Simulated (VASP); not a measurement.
Set up this calculation in VASP 6.6.1, as the native input.

```yaml
Task: single point
Functional: PBE
Potentials_or_basis: VASP PAW PBE potentials, release 64 (Sn_d, Se)
Cutoff: 520 eV
k_mesh: 6 × 6 × 6
Occupations: fermi-dirac, width 0.02 eV
Spin: no spin polarisation
Dipole_correction: no
Further_INCAR_settings: ALGO = Normal; EDIFF = 1e-07; NBANDS = 20
```

The structure of SnSe2 lies in POSCAR:

```
SnSe2
1.0
    1.8950116508      1.0940854867      6.0269119653
   -1.8950116508      1.0940854867      6.0269119653
    0.0000000000     -2.1881709734      6.0269119653
Sn Se
1 2
Direct
   -0.0002292479     -0.0002292479     -0.0002292479
    0.4278747019      0.4278747019      0.4278747019
    0.2390212127      0.2390212127      0.2390212127
```

The input as run:

INCAR

```
SYSTEM = SnSe2
PREC = Accurate
ENCUT = 520
EDIFF = 1E-7
ISMEAR = -1
SIGMA = 0.02
LREAL = .FALSE.
LASPH = .TRUE.
NELM = 60
ALGO = Normal
ISIF = 2
LWAVE = .FALSE.
LCHARG = .FALSE.
GGA = PE
NBANDS = 20
```

KPOINTS

```
regular mesh
0
G
  6 6 6
  0 0 0
```

Potentials or basis: VASP PAW PBE potentials, release 64 (Sn_d, Se).

Command:

```sh
$ cat potpaw_PBE.64/Sn_d/POTCAR potpaw_PBE.64/Se/POTCAR > POTCAR
$ mpirun -np 1 vasp_std > vasp.out
```

Results of the run:

| Item | Value |
| --- | --- |
| Pressure | 2.8 GPa |
| Largest force | 0.325 eV/Å |
| Band gap on the k mesh | zero (band 13 reaches 5.40 eV, above the bottom of band 14 at 4.72 eV) |

Caveat: spin-orbit coupling is left out, which moves the levels of the heavy elements.

Wall time 73 s on 1 thread of AMD EPYC 7R13 Processor (Zen 3), with other jobs on the host, peak memory 0.3 GiB.
